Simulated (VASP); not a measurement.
# Cu3C (Pm-3m) in VASP: further runs

Cu3C is run at these levels: PBE; tasks: single point, relaxation of cell and atoms.

Everything below comes from runs of VASP 6.6.1. Logs are shortened: lines on timing, memory, paths and dates and some standing lists are left out, and cuts for length are marked.

## (1) The cell of the first run

The structure is cubic, space group Pm-3m (No. 221). The conventional cell has a = 3.838 Å, b = 3.838 Å, c = 3.838 Å, α = 90.00°, β = 90.00°, γ = 90.00°. Cu (site symmetry 4/mmm) has 2 C at 1.92 Å within 2.5 Å. C (site symmetry m-3m) has 6 Cu at 1.92 Å within 2.5 Å.

## (2) Single point, PBE

File INCAR:

```
SYSTEM = Cu3C
PREC     = Accurate       ! precision mode
ENCUT    = 520            ! plane-wave cutoff, eV
EDIFF    = 1E-7           ! SCF threshold, eV
ISMEAR   = 0              ! smearing method
SIGMA    = 0.2            ! smearing width, eV
LREAL    = .FALSE.        ! projectors in reciprocal space
LASPH    = .TRUE.         ! aspherical terms in the spheres
NELM     = 60             ! most SCF steps
ALGO     = Normal         ! electronic algorithm
ISIF     = 2              ! what is computed and relaxed
LWAVE    = .FALSE.        ! write WAVECAR
LCHARG   = .FALSE.        ! write CHGCAR
GGA      = PE             ! functional
NBANDS   = 26             ! bands
```

File KPOINTS:

```
Automatic mesh
0
G
  5 5 5
  0 0 0
```

File POSCAR:

```
Cu3C
1.0
    3.8376246302      0.0000000000      0.0000000000
    0.0000000000      3.8376246302      0.0000000000
    0.0000000000      0.0000000000      3.8376246302
Cu C
3 1
Direct
    0.5000000000      0.0000000000      0.0000000000
    0.0000000000      0.5000000000      0.0000000000
    0.0000000000      0.0000000000      0.5000000000
    0.0000000000      0.0000000000      0.0000000000
```

Potentials or basis: VASP PAW PBE potentials, release 64 (Cu, C).

Command:

```bash
cat potpaw_PBE.64/Cu/POTCAR potpaw_PBE.64/C/POTCAR > POTCAR
mpirun -np 1 vasp_std > vasp.out
```

OUTCAR:

```text
SYSTEM = Cu3C
   PREC = Accurate
   ENCUT = 520
   EDIFF = 1E-7
   ISMEAR = 0
   LREAL = .FALSE.
   LASPH = .TRUE.
   NELM = 60
   ISIF = 2
   GGA = PE

 ion  position               nearest neighbor table
   1  0.500  0.000  0.000-   4 1.92   4 1.92   2 2.71   3 2.71   2 2.71   2 2.71   3 2.71   3 2.71
                             3 2.71   2 2.71
   2  0.000  0.500  0.000-   4 1.92   4 1.92   1 2.71   3 2.71   1 2.71   3 2.71   3 2.71   3 2.71
                             1 2.71   1 2.71
   3  0.000  0.000  0.500-   4 1.92   4 1.92   1 2.71   1 2.71   2 2.71   2 2.71   2 2.71   2 2.71
                             1 2.71   1 2.71
   4  0.000  0.000  0.000-   1 1.92   2 1.92   3 1.92   3 1.92   2 1.92   1 1.92

  LATTYP: Found a simple cubic cell.
 ALAT       =     3.8376246302

  Lattice vectors:

 A1 = (   3.8376246302,   0.0000000000,   0.0000000000)
 A2 = (   0.0000000000,   3.8376246302,   0.0000000000)
 A3 = (   0.0000000000,   0.0000000000,   3.8376246302)

Analysis of symmetry for initial positions (statically):
=====================================================================
 Subroutine PRICEL returns:
 Original cell was already a primitive cell.

 Routine SETGRP: Setting up the symmetry group for a
 simple cubic supercell.

 Subroutine GETGRP returns: Found 48 space group operations
 (whereof 48 operations were pure point group operations)
 out of a pool of 48 trial point group operations.

The static configuration has the point symmetry O_h .

Analysis of symmetry for dynamics (positions and initial velocities):
=====================================================================
 Subroutine PRICEL returns:
 Original cell was already a primitive cell.

 Routine SETGRP: Setting up the symmetry group for a
 simple cubic supercell.

 Subroutine GETGRP returns: Found 48 space group operations
 (whereof 48 operations were pure point group operations)
 out of a pool of 48 trial point group operations.

The dynamic configuration has the point symmetry O_h .

 Subroutine INISYM returns: Found 48 space group operations
 (whereof 48 operations are pure point group operations),
 and found     1 'primitive' translations

----------------------------------------------------------------------------------------

                                     Primitive cell

  volume of cell :      56.5181

  direct lattice vectors                    reciprocal lattice vectors
     3.837624630  0.000000000  0.000000000     0.260577856  0.000000000  0.000000000
     0.000000000  3.837624630  0.000000000     0.000000000  0.260577856  0.000000000
     0.000000000  0.000000000  3.837624630     0.000000000  0.000000000  0.260577856

  length of vectors
[... 75 lines left out ...]
   IBRION =     -1    ionic relax: 0-MD 1-quasi-New 2-CG
   NFREE  =      0    steps in history (QN), initial steepest desc. (CG)
   ISIF   =      2    stress and relaxation
   ISYM   =      2    0-nonsym 1-usesym 2-fastsym
   POTIM  = 0.5000    time-step for ionic-motion
   TEBEG  =    0.0;   TEEND  =   0.0 temperature during run
   PSTRESS=    0.0 pullay stress
   NELECT =      37.0000    total number of electrons
   NUPDOWN=      -1.0000    fix difference up-down
   EMIN   =  10.00;   EMAX   =-10.00  energy-range for DOS
   EFERMI =   0.00;   METHOD = LEGACY
   ISMEAR =     0;   SIGMA  =   0.20  broadening in eV -4-tet -1-fermi 0-gaus
   EFERMI_NEDOS =   21; number of points for ismear=-14 and -15
   IALGO  =     38    algorithm
   IMIX   =      4    mixing-type and parameters
     AMIX     =   0.40;   BMIX     =  1.00
     AMIX_MAG =   1.60;   BMIX_MAG =  1.00
  volume/ion in A,a.u.               =      14.13        95.35
  Fermi-wavevector in a.u.,A,eV,Ry     =   1.421498  2.686242 27.492701  2.020657
  Thomas-Fermi vector in A             =   2.542301
   LORBIT       =      0    0 simple, 1 ext, 2 COOP (PROOUT), +10 PAW based schemes
   GGA     = PE    functional components
   LHFCALC =     F    Hartree Fock is set to
   AEXX    =    0.0000 exact exchange contribution
   IVDW    =     0    specifies the selected vdW correction
   LEPSILON=     F    determine dielectric tensor
   LRPA    =     F    only Hartree local field effects (RPA)
 non-spin polarized calculation
 Gauss-broadening in eV      SIGMA  =   0.20
  energy-cutoff  :      520.00
  volume of cell :       56.52
 maximum number of plane-waves:      1532
 NGX is ok and might be reduce to    30

 number of electron      36.9999911 magnetization

 Free energy of the ion-electron system (eV)
  ---------------------------------------------------
  ext. energy  EPLUGINS =         0.00000000
  ---------------------------------------------------
  free energy    TOTEN  =       -18.17555038 eV

  energy without entropy =      -18.12503029  energy(sigma->0) =      -18.15029033

 E-fermi :   4.3562     XC(G=0): -10.7044

 val. band max:        4.3550157679   @ k =   0.4000   0.2000   0.2000
 cond. band min:       4.4197764777   @ k =   0.4000   0.4000   0.4000
 fundamental gap:      0.0647607099
 Fermi energy:         4.3561617392

 k-point     1 :       0.0000    0.0000    0.0000
  band No.  band energies     occupation
      1      -8.5102      2.00000
      2      -0.3492      2.00000
      3       0.5874      2.00000
      4       0.5874      2.00000
      5       0.5874      2.00000
      6       1.0966      2.00000
[... 279 lines left out ...]
     25      14.0976      0.00000
     26      14.0976      0.00000

------------------------ aborting loop because EDIFF is reached ----------------------------------------

  FORCE on cell =-STRESS in cart. coord.  units (eV):
  Direction    XX          YY          ZZ          XY          YZ          ZX
  --------------------------------------------------------------------------------------
  -------------------------------------------------------------------------------------
  Total        0.2218102      0.2218102      0.2218102      0.0000000      0.0000000     -0.0000000
  in kB        6.2878861      6.2878861      6.2878861      0.0000000      0.0000000     -0.0000000
  external PRESSURE =       6.2878861 kB  Pullay stress =       0.0000000 kB

 VOLUME and BASIS-vectors are now :
 -----------------------------------------------------------------------------
  energy-cutoff  :      520.00
  volume of cell :       56.52
      direct lattice vectors                 reciprocal lattice vectors
     3.837624630  0.000000000  0.000000000     0.260577856  0.000000000  0.000000000
     0.000000000  3.837624630  0.000000000     0.000000000  0.260577856  0.000000000
     0.000000000  0.000000000  3.837624630     0.000000000  0.000000000  0.260577856

 POSITION                                       TOTAL-FORCE (eV/Angst)
 -----------------------------------------------------------------------------------
      1.91881      0.00000      0.00000         0.000000      0.000000      0.000000
      0.00000      1.91881      0.00000         0.000000      0.000000      0.000000
      0.00000      0.00000      1.91881         0.000000      0.000000      0.000000
      0.00000      0.00000      0.00000         0.000000      0.000000      0.000000
 -----------------------------------------------------------------------------------
    total drift:                                0.000000      0.000000      0.000000

  FREE ENERGIE OF THE ION-ELECTRON SYSTEM (eV)
  ---------------------------------------------------
  free  energy   TOTEN  =       -18.1755503784 eV

  energy  without entropy=      -18.1250302907  energy(sigma->0) =      -18.15029033
```

stdout:

```text
POSCAR found type information on POSCAR CuC
 POSCAR found :  2 types and       4 ions
 scaLAPACK will be used
 LDA part: xc-table for (Slater+PW92), standard interpolation
 POSCAR, INCAR and KPOINTS ok, starting setup
 FFT: planning ... GRIDC
 FFT: planning ... GRID_SOFT
 FFT: planning ... GRID
 WAVECAR not read
 entering main loop
```

Wall time 12 s (1 thread of AMD EPYC 9R14 (Zen 4), shared host); peak memory 0.13 GiB.

What came out:

```yaml
Free_energy: -18.1756 eV
Pressure: 0.6 GPa
```

## (3) Relaxation of cell and atoms, PBE

This run uses another cell than the first one, of 14.59 Å³/atom, 1.033 times its volume.

File INCAR:

```
SYSTEM = Cu3C
PREC     = Accurate       ! precision mode
ENCUT    = 600            ! plane-wave cutoff, eV
EDIFF    = 1E-7           ! SCF threshold, eV
ISMEAR   = 0              ! smearing method
SIGMA    = 0.2            ! smearing width, eV
LREAL    = .FALSE.        ! projectors in reciprocal space
LASPH    = .TRUE.         ! aspherical terms in the spheres
NELM     = 100            ! most SCF steps
ALGO     = Normal         ! electronic algorithm
ISIF     = 3              ! what is computed and relaxed
LWAVE    = .FALSE.        ! write WAVECAR
LCHARG   = .FALSE.        ! write CHGCAR
GGA      = PE             ! functional
IBRION   = 2              ! ionic algorithm
NSW      = 36             ! ionic steps
EDIFFG   = -0.08          ! ionic threshold
```

File KPOINTS:

```
regular mesh
0
G
  5 5 5
  0 0 0
```

File POSCAR:

```
Cu3C
1.0
    3.8790489800      0.0000000000      0.0000000000
    0.0000000000      3.8790489800      0.0000000000
    0.0000000000      0.0000000000      3.8790489800
Cu C
3 1
Direct
    0.5000000000      0.0000000000      0.0000000000
    0.0000000000      0.5000000000      0.0000000000
    0.0000000000      0.0000000000      0.5000000000
    0.0000000000      0.0000000000      0.0000000000
```

Potentials or basis: VASP PAW PBE potentials, release 64 (Cu, C).

Command:

```bash
cat potpaw_PBE.64/Cu/POTCAR potpaw_PBE.64/C/POTCAR > POTCAR
mpirun -np 1 vasp_std > vasp.out
```

Run time: 29 s. Hardware: 1 thread of AMD EPYC 9R14 (Zen 4), shared host; peak memory 0.15 GiB.

The run converged. Its results:

```
Free energy                            : -18.1782 eV
Relaxed volume                         : 14.20 Å³/atom
Relaxed cell                           : a = 3.844 Å, b = 3.844 Å, c = 3.844 Å, α = 90.00°, β = 90.00°, γ = 90.00°
Space group after relaxing (to 0.05 Å) : Pm-3m (No. 221)
Energy gained by relaxing              : 3.6 meV/atom
Ionic steps                            : 3
Pressure after relaxing                : 0.0 GPa
```

Step by step:
```tsv
step	energy change (eV)	largest force (eV/Å)	pressure (GPa)	volume (Å³)
1	0.0000	0.0000	-2.88	58.37
2	-0.0118	0.0000	1.30	56.18
3	-0.0143	0.0000	0.01	56.81
```

Final structure:
```
CELL_PARAMETERS angstrom
3.84431 0.00000 0.00000
0.00000 3.84431 0.00000
0.00000 0.00000 3.84431
ATOMIC_POSITIONS crystal
Cu 0.50000 0.00000 0.00000
Cu 0.00000 0.50000 0.00000
Cu 0.00000 0.00000 0.50000
C 0.00000 0.00000 0.00000
```

Levels at points of the mesh, in eV from the Fermi level:
```tsv
k point	band 16	band 17	band 18	band 19	band 20	band 21	band 22
(0.00, 0.00, 0.00)	-1.84	-1.84	-1.84	-1.70	3.05	5.41	5.41
```

## (4) Single point, PBE

File INCAR:

```
PREC = Accurate
ENCUT = 520
EDIFF = 1E-6
ISMEAR = 0
SIGMA = 0.1
LREAL = F
LASPH = T
NELM = 100
ALGO = Normal
ISIF = 2
LWAVE = F
LCHARG = T
GGA = PE
LELF = T
LVHAR = T
NBANDS = 26
```

File KPOINTS:

```
regular mesh
0
Gamma
  10 10 10
```

File POSCAR:

```
Cu3C
1.0
    3.8376246302      0.0000000000      0.0000000000
    0.0000000000      3.8376246302      0.0000000000
    0.0000000000      0.0000000000      3.8376246302
Cu C
3 1
Direct
    0.5000000000      0.0000000000      0.0000000000
    0.0000000000      0.5000000000      0.0000000000
    0.0000000000      0.0000000000      0.5000000000
    0.0000000000      0.0000000000      0.0000000000
```

Potentials or basis: VASP PAW PBE potentials, release 64 (Cu, C).

Command:

```bash
cat potpaw_PBE.64/Cu/POTCAR potpaw_PBE.64/C/POTCAR > POTCAR
mpirun -np 1 vasp_std > vasp.out
```

OUTCAR:

```text
PREC = Accurate
   ENCUT = 520
   EDIFF = 1E-6
   ISMEAR = 0
   LREAL = F
   LASPH = T
   NELM = 100
   ISIF = 2
   GGA = PE

 ion  position               nearest neighbor table
   1  0.500  0.000  0.000-   4 1.92   4 1.92   2 2.71   3 2.71   2 2.71   2 2.71   3 2.71   3 2.71
                             3 2.71   2 2.71
   2  0.000  0.500  0.000-   4 1.92   4 1.92   1 2.71   3 2.71   1 2.71   3 2.71   3 2.71   3 2.71
                             1 2.71   1 2.71
   3  0.000  0.000  0.500-   4 1.92   4 1.92   1 2.71   1 2.71   2 2.71   2 2.71   2 2.71   2 2.71
                             1 2.71   1 2.71
[... 899 lines left out ...]
  --------------------------------------------------------------------------------------
  -------------------------------------------------------------------------------------
  Total        0.1766562      0.1766562      0.1766562      0.0000000      0.0000000      0.0000000
  in kB        5.0078585      5.0078585      5.0078585      0.0000000      0.0000000      0.0000000
  external PRESSURE =       5.0078585 kB  Pullay stress =       0.0000000 kB

 VOLUME and BASIS-vectors are now :
 -----------------------------------------------------------------------------
  energy-cutoff  :      520.00
  volume of cell :       56.52
      direct lattice vectors                 reciprocal lattice vectors
     3.837624630  0.000000000  0.000000000     0.260577856  0.000000000  0.000000000
     0.000000000  3.837624630  0.000000000     0.000000000  0.260577856  0.000000000
     0.000000000  0.000000000  3.837624630     0.000000000  0.000000000  0.260577856

 POSITION                                       TOTAL-FORCE (eV/Angst)
 -----------------------------------------------------------------------------------
      1.91881      0.00000      0.00000         0.000000      0.000000      0.000000
      0.00000      1.91881      0.00000         0.000000      0.000000      0.000000
      0.00000      0.00000      1.91881         0.000000      0.000000      0.000000
      0.00000      0.00000      0.00000         0.000000      0.000000      0.000000
 -----------------------------------------------------------------------------------
    total drift:                                0.000000      0.000000      0.000000

  FREE ENERGIE OF THE ION-ELECTRON SYSTEM (eV)
  ---------------------------------------------------
  free  energy   TOTEN  =       -18.1745971662 eV

  energy  without entropy=      -18.1668881222  energy(sigma->0) =      -18.17074264
```

Run time: 47 s. Hardware: 1 thread of AMD EPYC 9R14 (Zen 4), shared host; peak memory 0.18 GiB.

What came out:

| Property | Result |
| --- | --- |
| Free energy | -18.1746 eV |
| Pressure | 0.5 GPa |

Levels at points of the mesh, in eV from the Fermi level:
| k point | band 16 | band 17 | band 18 | band 19 | band 20 | band 21 | band 22 | band 23 |
| --- | --- | --- | --- | --- | --- | --- | --- | --- |
| (0.00, 0.00, 0.00) | -1.83 | -1.83 | -1.83 | -1.69 | 3.09 | 5.45 | 5.45 | 7.94 |
| (0.50, 0.00, 0.00) | -2.06 | -1.83 | -0.41 | -0.41 | 3.62 | 4.99 | 6.87 | 7.44 |
| (0.50, 0.50, 0.00) | -2.03 | -0.86 | -0.86 | 0.58 | 0.67 | 5.27 | 6.61 | 6.61 |
| (0.50, 0.50, 0.50) | -1.82 | 0.50 | 0.50 | 0.50 | 1.24 | 1.24 | 1.24 | 6.53 |

## (5) Single point, PBE

This run uses another cell than the first one: it holds 8 atoms, not 4.

File INCAR:

```
  PREC = Accurate
  ENCUT = 520
  EDIFF = 1E-7
  ISMEAR = 0
  SIGMA = 0.2
  LREAL = False
  LASPH = True
  NELM = 100
  ALGO = Normal
  ISIF = 2
  LWAVE = False
  LCHARG = False
  GGA = PE
  NBANDS = 47
```

File KPOINTS:

```
Automatic mesh
0
Gamma
  6 6 4
```

File POSCAR:

```
Cu3C
1.0
    0.0000000000      3.8376246302      0.0000000000
    0.0000000000      0.0000000000      3.8376246302
    7.6752492604      0.0000000000      0.0000000000
Cu C
6 2
Direct
    0.0000000000      0.0000000000      0.2500000000
    0.0000000000      0.0000000000      0.7500000000
    0.5000000000      0.0000000000      0.0000000000
    0.5000000000      0.0000000000      0.5000000000
    0.0000000000      0.5000000000      0.0000000000
    0.0000000000      0.5000000000      0.5000000000
    0.0000000000      0.0000000000      0.0000000000
    0.0000000000      0.0000000000      0.5000000000
```

Command:

```bash
cat potpaw_PBE.64/Cu/POTCAR potpaw_PBE.64/C/POTCAR > POTCAR
mpirun -np 1 vasp_std > vasp.out
```

Run time: 2.3 min. Hardware: 1 thread of AMD EPYC 9R14 (Zen 4), shared host; peak memory 0.25 GiB.

Results (log left out):

| Item | Value |
| --- | --- |
| Free energy | -36.3697 eV |
| Pressure | 0.6 GPa |
| Band gap on the k mesh | zero (band 37 reaches 4.84 eV, above the bottom of band 38 at 3.29 eV) |

Levels at points of the mesh, in eV from the Fermi level:
```
           k point  band 35  band 36  band 37  band 38  band 39  band 40
(0.00, 0.00, 0.00)    -1.81    -1.67    -0.39    -0.39     3.11     3.64
(0.50, 0.00, 0.00)    -0.83    -0.39    -0.39     0.61     0.69     3.64
(0.50, 0.50, 0.00)     0.52     0.52     0.52     0.60     0.69     1.26
(0.00, 0.00, 0.50)    -1.03    -1.03    -1.03    -1.03     3.56     3.56
(0.50, 0.00, 0.50)    -0.67    -0.67     0.16     0.16     2.92     2.92
(0.50, 0.50, 0.50)    -0.60    -0.60     0.51     0.51     0.88     0.88
```

## (6) Overview

| task | cell | k mesh | cutoff (eV) | smearing | gap on the mesh (eV) | pressure (GPa) |
| --- | --- | --- | --- | --- | --- | --- |
| single point | a = 3.838 Å, 4 atoms | 5 × 5 × 5 | 520 | gaussian 0.2 eV | none | 0.6 |
| relaxation of cell and atoms | relaxed from a = 3.879 Å, 4 atoms | 5 × 5 × 5 | 600 | gaussian 0.2 eV | none | 0.0 |
| single point | a = 3.838 Å, 4 atoms | 10 × 10 × 10 | 520 | gaussian 0.1 eV | none | 0.5 |
| single point | a = 3.838, b = 3.838, c = 7.675 Å, 8 atoms | 6 × 6 × 4 | 520 | gaussian 0.2 eV | none | 0.6 |

Alike in all rows: level PBE; potentials or basis VASP PAW PBE potentials, release 64 (Cu, C); no spin polarisation.

Total energies depend on the potentials used, so only differences within one code and one set of settings carry meaning.
